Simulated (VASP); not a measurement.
# CoSn2 (I4/mcm) in VASP: a series of runs

CoSn2 is run at these levels: PBEsol; tasks: single point.

All numbers are computed with VASP 6.6.1; they aren't measurements. Logs are shortened: lines on timing, memory, paths and dates and some standing lists are left out, and cuts for length are marked.

### 1 The cell of the first run

The structure is tetragonal, space group I4/mcm (No. 140). The conventional cell has a = 6.365 Å, b = 6.365 Å, c = 5.457 Å, α = 90.00°, β = 90.00°, γ = 90.00°. Co (site symmetry 422) has 2 Co at 2.73 Å and 8 Sn at 2.76 Å within 3.6 Å. Sn (site symmetry m2m) has 4 Co at 2.76 Å and 11 Sn at 2.84 to 3.39 Å within 3.6 Å.

### 2 Single point, PBEsol

Input file INCAR:

```
SYSTEM = CoSn2
PREC = Accurate ; ENCUT = 520
EDIFF = 1E-7 ; ISMEAR = 0
SIGMA = 0.4 ; LREAL = .FALSE.
LASPH = .TRUE. ; NELM = 80
ALGO = Fast ; ISIF = 2
LWAVE = .FALSE. ; LCHARG = .TRUE.
GGA = PS ; LELF = .TRUE.
LVHAR = .TRUE. ; NBANDS = 46
```

Input file KPOINTS:

```
regular mesh
0
G
  4 4 4
  0 0 0
```

Input file POSCAR:

```
CoSn2
1.0
   -3.1825000000      3.1825000000      2.7285000000
    3.1825000000     -3.1825000000      2.7285000000
    3.1825000000      3.1825000000     -2.7285000000
Co Sn
2 4
Direct
    0.2500000000      0.2500000000      0.0000000000
    0.7500000000      0.7500000000      0.0000000000
    0.6580000000      0.1580000000      0.8160000000
    0.1580000000      0.3420000000      0.5000000000
    0.3420000000      0.8420000000      0.1840000000
    0.8420000000      0.6580000000      0.5000000000
```

Potentials or basis: VASP PAW PBE potentials, release 64 (Co, Sn_d).

Command:

```console
cat potpaw_PBE.64/Co/POTCAR potpaw_PBE.64/Sn_d/POTCAR > POTCAR
mpirun -np 1 vasp_std > vasp.out
```

OUTCAR:

```text
SYSTEM = CoSn2
   PREC = Accurate
   ENCUT = 520
   EDIFF = 1E-7
   ISMEAR = 0
   LREAL = .FALSE.
   LASPH = .TRUE.
   NELM = 80
   ISIF = 2
   GGA = PS

 ion  position               nearest neighbor table
   1  0.250  0.250  0.000-   2 2.73   2 2.73   6 2.76   3 2.76   4 2.76   5 2.76   4 2.76   6 2.76
                             3 2.76   5 2.76
   2  0.750  0.750  0.000-   1 2.73   1 2.73   5 2.76   3 2.76   5 2.76   6 2.76   6 2.76   3 2.76
                             4 2.76   4 2.76
   3  0.658  0.158  0.816-   1 2.76   2 2.76   1 2.76   2 2.76   5 2.84   5 3.19   5 3.19   6 3.39
                             4 3.39   4 3.39   6 3.39   6 3.39   4 3.39   4 3.39   6 3.39
   4  0.158  0.342  0.500-   2 2.76   1 2.76   1 2.76   2 2.76   6 2.84   6 3.19   6 3.19   5 3.39
                             3 3.39   3 3.39   5 3.39   5 3.39   5 3.39   3 3.39   3 3.39
   5  0.342  0.842  0.184-   1 2.76   2 2.76   1 2.76   2 2.76   3 2.84   3 3.19   3 3.19   6 3.39
                             4 3.39   6 3.39   4 3.39   4 3.39   6 3.39   6 3.39   4 3.39
   6  0.842  0.658  0.500-   1 2.76   2 2.76   2 2.76   1 2.76   4 2.84   4 3.19   4 3.19   5 3.39
                             3 3.39   3 3.39   5 3.39   5 3.39   5 3.39   3 3.39   3 3.39

  LATTYP: Found a body centered tetragonal cell.
 ALAT       =     6.3650000000
 C/A-ratio  =     0.8573448547

  Lattice vectors:

 A1 = (  -3.1825000000,   3.1825000000,   2.7285000000)
 A2 = (   3.1825000000,  -3.1825000000,   2.7285000000)
 A3 = (   3.1825000000,   3.1825000000,  -2.7285000000)

Analysis of symmetry for initial positions (statically):
=====================================================================
 Subroutine PRICEL returns:
 Original cell was already a primitive cell.

 Routine SETGRP: Setting up the symmetry group for a
 body centered tetragonal supercell.

 Subroutine GETGRP returns: Found 16 space group operations
 (whereof  8 operations were pure point group operations)
 out of a pool of 16 trial point group operations.

The static configuration has the point symmetry C_4h.
 The point group associated with its full space group is D_4h.

Analysis of symmetry for dynamics (positions and initial velocities):
=====================================================================
 Subroutine PRICEL returns:
 Original cell was already a primitive cell.

 Routine SETGRP: Setting up the symmetry group for a
 body centered tetragonal supercell.

 Subroutine GETGRP returns: Found 16 space group operations
 (whereof  8 operations were pure point group operations)
 out of a pool of 16 trial point group operations.

The dynamic configuration has the point symmetry C_4h.
 The point group associated with its full space group is D_4h.

 Subroutine INISYM returns: Found 16 space group operations
 (whereof  8 operations are pure point group operations),
 and found     1 'primitive' translations

----------------------------------------------------------------------------------------

                                     Primitive cell

  volume of cell :     110.5403

  direct lattice vectors                    reciprocal lattice vectors
    -3.182500000  3.182500000  2.728500000     0.000000000  0.157109191  0.183250870
     3.182500000 -3.182500000  2.728500000     0.157109191  0.000000000  0.183250870
     3.182500000  3.182500000 -2.728500000     0.157109191  0.157109191  0.000000000

  length of vectors
     5.263204798  5.263204798  5.263204798     0.241379741  0.241379741  0.222185949

  position of ions in fractional coordinates (direct lattice)
     0.250000000  0.250000000  0.000000000
     0.750000000  0.750000000  0.000000000
     0.658000000  0.158000000  0.816000000
     0.158000000  0.342000000  0.500000000
     0.342000000  0.842000000  0.184000000
     0.842000000  0.658000000  0.500000000

  ion indices of the primitive-cell ions
   primitive index   ion index
                 1           1
                 2           2
                 3           3
                 4           4
                 5           5
                 6           6

----------------------------------------------------------------------------------------

 KPOINTS: regular mesh

Automatic generation of k-mesh.
 Grid dimensions read from file:
 generate k-points for:    4    4    4

 Generating k-lattice:

  Cartesian coordinates                     Fractional coordinates (reciprocal lattice)
     0.000000000  0.039277298  0.045812718     0.250000000  0.000000000 -0.000000000
     0.039277298  0.000000000  0.045812718     0.000000000  0.250000000 -0.000000000
     0.039277298  0.039277298  0.000000000     0.000000000  0.000000000  0.250000000

  Length of vectors
     0.060344935  0.060344935  0.055546487

  Shift w.r.t. Gamma in fractional coordinates (k-lattice)
     0.000000000  0.000000000  0.000000000

 Subroutine IBZKPT returns following result:
 ===========================================

 Found     13 irreducible k-points:

 Following reciprocal coordinates:
            Coordinates               Weight
  0.000000  0.000000  0.000000      1.000000
  0.250000  0.000000  0.000000      8.000000
  0.500000  0.000000  0.000000      4.000000
  0.250000  0.250000  0.000000      8.000000
  0.500000  0.250000  0.000000     16.000000
 -0.250000  0.250000  0.000000      4.000000
  0.500000  0.500000  0.000000      2.000000
  0.250000  0.250000  0.250000      2.000000
 -0.250000  0.250000  0.250000      4.000000
  0.500000  0.500000  0.250000      4.000000
 -0.250000  0.500000  0.250000      8.000000
 -0.250000 -0.250000  0.250000      2.000000
  0.500000  0.500000  0.500000      1.000000
   k-points           NKPTS =     13   k-points in BZ     NKDIM =     13   number of bands    NBANDS=     46
   number of dos      NEDOS =    301   number of ions     NIONS =      6
   total plane-waves  NPLWV =  64000
   dimension x,y,z NGX =    40 NGY =   40 NGZ =   40
   dimension x,y,z NGXF=    80 NGYF=   80 NGZF=   80
   ions per type =               2   4
   NGX,Y,Z   is equivalent  to a cutoff of  12.63, 12.63, 12.63 a.u.
   NGXF,Y,Z  is equivalent  to a cutoff of  25.27, 25.27, 25.27 a.u.
 SYSTEM =  CoSn2
   PREC   = accura    normal or accurate (medium, high low for compatibility)
   ISTART =      0    job   : 0-new  1-cont  2-samecut
   ICHARG =      2    charge: 1-file 2-atom 10-const
   ISPIN  =      1    spin polarized calculation?
   LNONCOLLINEAR =      F non collinear calculations
   LSORBIT =      F    spin-orbit coupling
   LASPH  =      T    aspherical Exc in radial PAW
   ENCUT  =  520.0 eV  38.22 Ry    6.18 a.u.   9.79  9.79  9.79*2*pi/ulx,y,z
   NELM   =     80;   NELMIN=  2; NELMDL= -5     # of ELM steps
   EDIFF  = 0.1E-06   stopping-criterion for ELM
   LREAL  =      F    real-space projection
   EDIFFG = 0.1E-05   stopping-criterion for IOM
   NSW    =      0    number of steps for IOM
   IBRION =     -1    ionic relax: 0-MD 1-quasi-New 2-CG
   NFREE  =      0    steps in history (QN), initial steepest desc. (CG)
   ISIF   =      2    stress and relaxation
   ISYM   =      2    0-nonsym 1-usesym 2-fastsym
   POTIM  = 0.5000    time-step for ionic-motion
   TEBEG  =    0.0;   TEEND  =   0.0 temperature during run
   PSTRESS=    0.0 pullay stress
   NELECT =      74.0000    total number of electrons
   NUPDOWN=      -1.0000    fix difference up-down
   EMIN   =  10.00;   EMAX   =-10.00  energy-range for DOS
   EFERMI =   0.00;   METHOD = LEGACY
   ISMEAR =     0;   SIGMA  =   0.40  broadening in eV -4-tet -1-fermi 0-gaus
   EFERMI_NEDOS =   21; number of points for ismear=-14 and -15
   IALGO  =     68    algorithm
   IMIX   =      4    mixing-type and parameters
     AMIX     =   0.40;   BMIX     =  1.00
     AMIX_MAG =   1.60;   BMIX_MAG =  1.00
  volume/ion in A,a.u.               =      18.42       124.33
  Fermi-wavevector in a.u.,A,eV,Ry     =   1.432117  2.706309 27.904990  2.050959
  Thomas-Fermi vector in A             =   2.551779
   LORBIT       =      0    0 simple, 1 ext, 2 COOP (PROOUT), +10 PAW based schemes
   GGA     = PS    functional components
   LHFCALC =     F    Hartree Fock is set to
   AEXX    =    0.0000 exact exchange contribution
   IVDW    =     0    specifies the selected vdW correction
   LEPSILON=     F    determine dielectric tensor
   LRPA    =     F    only Hartree local field effects (RPA)
 non-spin polarized calculation
 RMM-DIIS sequential band-by-band and
 Gauss-broadening in eV      SIGMA  =   0.40
  energy-cutoff  :      520.00
  volume of cell :      110.54
 maximum number of plane-waves:      3023
   NGX = 19   NGY = 19   NGZ = 19

 number of electron      74.0000012 magnetization

 Free energy of the ion-electron system (eV)
  ---------------------------------------------------
  ext. energy  EPLUGINS =         0.00000000
  ---------------------------------------------------
  free energy    TOTEN  =       -33.24616721 eV

  energy without entropy =      -32.92187821  energy(sigma->0) =      -33.08402271

 E-fermi :  10.2613     XC(G=0): -11.9108

 val. band max:       10.2524371004   @ k =  -0.2500   0.2500   0.2500
 cond. band min:      10.3341292185   @ k =  -0.2500   0.5000   0.2500
 fundamental gap:      0.0816921181
 Fermi energy:        10.2612805859

 k-point     1 :       0.0000    0.0000    0.0000
  band No.  band energies     occupation
      1     -11.1870      2.00000
      2     -11.1567      2.00000
      3     -11.1203      2.00000
      4     -11.0968      2.00000
      5     -11.0957      2.00000
      6     -11.0957      2.00000
[... 38 lines left out ...]
     45      15.4728      0.00000
     46      15.4743      0.00000

 k-point     2 :       0.2500    0.0000    0.0000
  band No.  band energies     occupation
      1     -11.2037      2.00000
      2     -11.1912      2.00000
      3     -11.1600      2.00000
      4     -11.0928      2.00000
      5     -11.0743      2.00000
      6     -11.0565      2.00000
[... 38 lines left out ...]
     45      15.2770      0.00000
     46      15.9238      0.00000

 k-point     3 :       0.5000    0.0000    0.0000
  band No.  band energies     occupation
      1     -11.2137      2.00000
      2     -11.2137      2.00000
      3     -11.1473      2.00000
      4     -11.1473      2.00000
      5     -11.0455      2.00000
      6     -11.0455      2.00000
[... 38 lines left out ...]
     45      15.2039      0.00000
     46      15.2039      0.00000

 k-point     4 :       0.2500    0.2500    0.0000
  band No.  band energies     occupation
      1     -11.2144      2.00000
      2     -11.2121      2.00000
      3     -11.1518      2.00000
      4     -11.1208      2.00000
      5     -11.0877      2.00000
      6     -11.0462      2.00000
[... 381 lines left out ...]
     45      15.5278      0.00000
     46      16.1852      0.00000

 k-point    12 :      -0.2500   -0.2500    0.2500
  band No.  band energies     occupation
      1     -11.2153      2.00000
      2     -11.2098      2.00000
      3     -11.1548      2.00000
      4     -11.0914      2.00000
      5     -11.0914      2.00000
      6     -11.0687      2.00000
[... 38 lines left out ...]
     45      16.4607      0.00000
     46      16.5368      0.00000

 k-point    13 :       0.5000    0.5000    0.5000
  band No.  band energies     occupation
      1     -11.2263      2.00000
      2     -11.2204      2.00000
      3     -11.1988      2.00000
      4     -11.1167      2.00000
      5     -11.0393      2.00000
      6     -11.0393      2.00000
[... 38 lines left out ...]
     45      16.3475      0.00000
     46      16.3788      0.00000

------------------------ aborting loop because EDIFF is reached ----------------------------------------

  FORCE on cell =-STRESS in cart. coord.  units (eV):
  Direction    XX          YY          ZZ          XY          YZ          ZX
  --------------------------------------------------------------------------------------
  -------------------------------------------------------------------------------------
  Total       -2.1860862     -2.1860862     -3.0391559      0.0000000      0.0000000      0.0000000
  in kB      -31.6852464    -31.6852464    -44.0496824      0.0000000      0.0000000      0.0000000
  external PRESSURE =     -35.8067251 kB  Pullay stress =       0.0000000 kB

 VOLUME and BASIS-vectors are now :
 -----------------------------------------------------------------------------
  energy-cutoff  :      520.00
  volume of cell :      110.54
      direct lattice vectors                 reciprocal lattice vectors
    -3.182500000  3.182500000  2.728500000     0.000000000  0.157109191  0.183250870
     3.182500000 -3.182500000  2.728500000     0.157109191  0.000000000  0.183250870
     3.182500000  3.182500000 -2.728500000     0.157109191  0.157109191  0.000000000

 POSITION                                       TOTAL-FORCE (eV/Angst)
 -----------------------------------------------------------------------------------
      0.00000      0.00000      1.36425         0.000000      0.000000     -0.000000
      0.00000      0.00000      4.09275         0.000000     -0.000000     -0.000000
      1.00567      4.18817      0.00000         0.569804      0.569804     -0.000000
      2.17683      1.00567      0.00000        -0.569804      0.569804     -0.000000
      2.17683     -1.00567      2.72850        -0.569804     -0.569804      0.000000
      1.00567      2.17683      2.72850         0.569804     -0.569804     -0.000000
 -----------------------------------------------------------------------------------
    total drift:                                0.000000      0.000000     -0.000000

  FREE ENERGIE OF THE ION-ELECTRON SYSTEM (eV)
  ---------------------------------------------------
  free  energy   TOTEN  =       -33.2461672123 eV

  energy  without entropy=      -32.9218782072  energy(sigma->0) =      -33.08402271
```

It took 1.7 min on 1 thread of Intel Xeon 6975P-C, shared host; peak memory 0.26 GiB.

Results:

```yaml
Free_energy: -33.2462 eV
Pressure: -3.6 GPa
Largest_force: 0.806 eV/Å
Band_gap_on_the_k_mesh: zero (band 37 reaches 11.15 eV, above the bottom of band 38 at 9.75 eV)
```

Forces in eV/Å, atoms in the order of the input:
```
Co   0.000  0.000  0.000
Co   0.000  0.000  0.000
Sn   0.570  0.570  0.000
Sn  -0.570  0.570  0.000
Sn  -0.570 -0.570  0.000
Sn   0.570 -0.570  0.000
```

Caveat: the k points lie up to 0.38 Å⁻¹ apart; the PAW data sets were made with another functional, which shifts forces and pressure a little; spin-orbit coupling is left out, which moves the levels of the heavy elements.

(Part 1 of 2 ends here.)
